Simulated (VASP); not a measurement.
# MgO2 (R-3m) in VASP: notebook, part 2 of 2

VASP 6.6.1.

### Step 3. Relaxation of cell and atoms, r2SCAN

This run uses another cell than the first one, of 10.39 Å³/atom, 1.043 times its volume.

File POSCAR:

```
MgO2
1.0
    1.6047610160      0.9265092046      3.4939788749
   -1.6047610160      0.9265092046      3.4939788749
    0.0000000000     -1.8530184092      3.4939788749
Mg O
1 2
Direct
    0.0000000000      0.0000000000      0.0000000000
    0.4287860000      0.4287860000      0.4287860000
    0.5712140000      0.5712140000      0.5712140000
```

File INCAR.step1:

```
SYSTEM = MgO2
PREC = Accurate
ENCUT = 600
ISMEAR = 0
SIGMA = 0.1
LREAL = .False.
LASPH = .True.
NELM = 60
GGA = PE
ALGO = Normal
EDIFF = 1E-4
LWAVE = .True.
LCHARG = .False.
```

File INCAR.step2:

```
SYSTEM = MgO2
PREC = Accurate
ENCUT = 600
EDIFF = 1E-7
ISMEAR = 0
SIGMA = 0.1
LREAL = .False.
LASPH = .True.
NELM = 60
ALGO = Normal
ISIF = 3
LWAVE = .False.
LCHARG = .False.
METAGGA = R2SCAN
LMIXTAU = .True.
IBRION = 2
NSW = 90
EDIFFG = -0.04
ISTART = 1
```

File KPOINTS:

```
regular mesh
0
Gamma
  6 6 6
  0 0 0
```

Potentials or basis: VASP PAW PBE potentials, release 64 (Mg, O).

On the command line:

```console
cat potpaw_PBE.64/Mg/POTCAR potpaw_PBE.64/O/POTCAR > POTCAR
cp INCAR.step1 INCAR
mpirun -np 1 vasp_std > vasp.out
cp INCAR.step2 INCAR
mpirun -np 1 vasp_std > vasp.out
```

OUTCAR:

```text
SYSTEM = MgO2
   PREC = Accurate
   ENCUT = 600
   EDIFF = 1E-7
   ISMEAR = 0
   LREAL = .False.
   LASPH = .True.
   NELM = 60
   ISIF = 3
   METAGGA = R2SCAN
   IBRION = 2
   NSW = 90
   EDIFFG = -0.04
   ISTART = 1

 ion  position               nearest neighbor table
   1  0.000  0.000  0.000-   3 2.11   3 2.11   2 2.11   2 2.11   3 2.11   2 2.11
   2  0.429  0.429  0.429-   3 1.49   1 2.11   1 2.11   1 2.11
   3  0.571  0.571  0.571-   2 1.49   1 2.11   1 2.11   1 2.11

  LATTYP: Found a trigonal (rhomboedric) cell.
 ALAT       =     3.9549419216
 COS(alpha) =     0.6707160928

  Lattice vectors:

 A1 = (   1.6047610160,   0.9265092046,   3.4939788749)
 A2 = (  -1.6047610160,   0.9265092046,   3.4939788749)
 A3 = (   0.0000000000,  -1.8530184092,   3.4939788749)

Analysis of symmetry for initial positions (statically):
=====================================================================
 Subroutine PRICEL returns:
 Original cell was already a primitive cell.

 Routine SETGRP: Setting up the symmetry group for a
 trigonal (rhombohedral) supercell.

 Subroutine GETGRP returns: Found 12 space group operations
 (whereof 12 operations were pure point group operations)
 out of a pool of 12 trial point group operations.

The static configuration has the point symmetry D_3d.

Analysis of symmetry for dynamics (positions and initial velocities):
=====================================================================
 Subroutine PRICEL returns:
 Original cell was already a primitive cell.

 Routine SETGRP: Setting up the symmetry group for a
 trigonal (rhombohedral) supercell.

 Subroutine GETGRP returns: Found 12 space group operations
[... 132 lines left out ...]
   AEXX    =    0.0000 exact exchange contribution
   IVDW    =     0    specifies the selected vdW correction
   LEPSILON=     F    determine dielectric tensor
   LRPA    =     F    only Hartree local field effects (RPA)
 conjugate gradient relaxation of ions
 non-spin polarized calculation
 Gauss-broadening in eV      SIGMA  =   0.10
  energy-cutoff  :      600.00
  volume of cell :       31.17
 maximum number of plane-waves:      1060
   NGX = 15   NGY = 15   NGZ = 15

--------------------------------------- Ionic step        1  -------------------------------------------

 number of electron      13.9999996 magnetization

 Free energy of the ion-electron system (eV)
  ---------------------------------------------------
  ext. energy  EPLUGINS =         0.00000000
  ---------------------------------------------------
  free energy    TOTEN  =       -21.55639739 eV

  energy without entropy =      -21.55639739  energy(sigma->0) =      -21.55639739

------------------------ aborting loop because EDIFF is reached ----------------------------------------

  FORCE on cell =-STRESS in cart. coord.  units (eV):
  Direction    XX          YY          ZZ          XY          YZ          ZX
  --------------------------------------------------------------------------------------
  -------------------------------------------------------------------------------------
  Total       -1.1913949     -1.1913949     -1.1068571      0.0000000      0.0000000      0.0000000
  in kB      -61.2399289    -61.2399289    -56.8945275      0.0000000      0.0000000      0.0000000
  external PRESSURE =     -59.7914618 kB  Pullay stress =       0.0000000 kB
[... 172 lines left out ...]
--------------------------------------- Ionic step        6  -------------------------------------------

 number of electron      14.0000001 magnetization

 Free energy of the ion-electron system (eV)
  ---------------------------------------------------
  ext. energy  EPLUGINS =         0.00000000
  ---------------------------------------------------
  free energy    TOTEN  =       -21.58563469 eV

  energy without entropy =      -21.58563469  energy(sigma->0) =      -21.58563469

 E-fermi :   3.0414     XC(G=0): -11.0010

 val. band max:        2.5909262163   @ k =   0.5000   0.5000   0.5000
 cond. band min:       5.6511853964   @ k =   0.5000   0.5000   0.5000
 fundamental gap:      3.0602591801
 Fermi energy:         3.0413903190

 k-point     1 :       0.0000    0.0000    0.0000
  band No.  band energies     occupation
      1     -19.9716      2.00000
      2     -12.8897      2.00000
      3      -5.2197      2.00000
      4      -0.9083      2.00000
      5      -0.9083      2.00000
      6       1.7083      2.00000
      7       1.7083      2.00000
      8       8.1869      0.00000
      9       8.2893      0.00000
     10      16.1165      0.00000
     11      18.2279      0.00000
[... 309 lines left out ...]
 k-point    24 :      -0.3333    0.5000    0.1667
  band No.  band energies     occupation
      1     -19.2808      2.00000
      2     -13.6754      2.00000
      3      -3.7370      2.00000
      4      -2.5401      2.00000
      5      -2.2410      2.00000
      6       0.4737      2.00000
      7       2.0987      2.00000
      8       6.9892      0.00000
      9      12.4679      0.00000
     10      14.3251      0.00000
     11      16.4284      0.00000

 [... further k-points ...]
[... 5 lines left out ...]
  --------------------------------------------------------------------------------------
  -------------------------------------------------------------------------------------
  Total       -0.0225807     -0.0225807      0.0371729      0.0000000      0.0000000      0.0000000
  in kB       -1.2182446     -1.2182446      2.0054999      0.0000000      0.0000000      0.0000000
  external PRESSURE =      -0.1436631 kB  Pullay stress =       0.0000000 kB
[... 18 lines left out ...]
  FREE ENERGIE OF THE ION-ELECTRON SYSTEM (eV)
  ---------------------------------------------------
  free  energy   TOTEN  =       -21.5856346879 eV

  energy  without entropy=      -21.5856346879  energy(sigma->0) =      -21.58563469

 reached required accuracy - stopping structural energy minimisation
```

OSZICAR.step1:

```text
N       E                     dE             d eps       ncg     rms          rms(c)
DAV:   1     0.668627376556E+02    0.66863E+02   -0.83204E+03   760   0.130E+03
DAV:   2    -0.142048977789E+02   -0.81068E+02   -0.74577E+02   922   0.244E+02
DAV:   3    -0.177515560680E+02   -0.35467E+01   -0.35309E+01   875   0.549E+01
DAV:   4    -0.177719159123E+02   -0.20360E-01   -0.20356E-01   740   0.448E+00
DAV:   5    -0.177720498296E+02   -0.13392E-03   -0.13392E-03   875   0.350E-01    0.849E+00
DAV:   6    -0.164772536334E+02    0.12948E+01   -0.28633E+00   770   0.155E+01    0.361E+00
DAV:   7    -0.163757224715E+02    0.10153E+00   -0.21482E-01   758   0.461E+00    0.172E+00
DAV:   8    -0.163742175322E+02    0.15049E-02   -0.60661E-02   719   0.289E+00    0.244E-01
DAV:   9    -0.163756659003E+02   -0.14484E-02   -0.12818E-02   770   0.989E-01    0.946E-02
DAV:  10    -0.163756953992E+02   -0.29499E-04   -0.95681E-04   755   0.297E-01
   1 F= -.16375695E+02 E0= -.16375695E+02  d E =-.202895E-11
```

Run time: 1.9 min. Hardware: 1 thread of Intel Xeon 6975P-C (Granite Rapids), shared host; peak memory 0.2 GiB.

Results:

```yaml
Free_energy: -21.5856 eV
Relaxed_volume: 9.90 Å³/atom
Relaxed_cell: a = 3.906 Å, b = 3.906 Å, c = 3.906 Å, α = 47.55°, β = 47.55°, γ = 47.55°
Space_group_after_relaxing_to_0.05_Å: R-3m (No. 166)
Energy_gained_by_relaxing: 9.7 meV/atom
Ionic_steps: 6
Pressure_after_relaxing: 0.0 GPa
Largest_force_after_relaxing: 0.031 eV/Å
Band_gap_on_the_k_mesh: 3.06 eV, direct
```

Forces in eV/Å, atoms in the order of the input:
```
Mg   0.000  0.000  0.000
O    0.000  0.000  0.031
O    0.000  0.000 -0.031
```

The path:
```
step  energy change (eV)  largest force (eV/Å)  pressure (GPa)  volume (Å³)
   1              0.0000                0.0373           -5.98        31.17
   2             -0.0259                0.2017            1.69        29.45
   3             -0.0274                0.1715            0.13        29.76
   4             -0.0244                0.5011           -0.08        29.60
   5             -0.0287                0.0765            0.03        29.71
   6             -0.0292                0.0309           -0.01        29.70
```

Final structure:
```xyz
3
Lattice="1.5747 0.9092 3.4571 -1.5747 0.9092 3.4571 0.0000 -1.8183 3.4571" Properties=species:S:1:pos:R:3 pbc="T T T"
Mg    0.0000    0.0000   10.3714
O     0.0000    0.0000    4.4450
O     0.0000    0.0000    5.9264
```

Levels at points of the mesh, in eV from the valence-band top:
| k point | band 3 | band 4 | band 5 | band 6 | band 7 | band 8 | band 9 | band 10 | band 11 |
| --- | --- | --- | --- | --- | --- | --- | --- | --- | --- |
| (0.00, 0.00, 0.00) | -7.81 | -3.50 | -3.50 | -0.88 | -0.88 | 5.60 | 5.70 | 13.53 | 15.64 |
| (0.50, 0.00, 0.00) | -6.77 | -6.35 | -3.87 | -1.34 | -1.21 | 4.98 | 9.71 | 11.74 | 13.98 |
| (0.50, 0.50, 0.00) | -6.10 | -5.67 | -4.57 | -2.23 | -0.17 | 4.30 | 8.84 | 12.33 | 14.08 |
| (0.50, 0.50, 0.50) | -4.92 | -4.07 | -4.07 | 0.00 | 0.00 | 3.06 | 5.87 | 10.93 | 15.67 |

Caveat: the PAW data sets were made with another functional, which shifts forces and pressure a little.
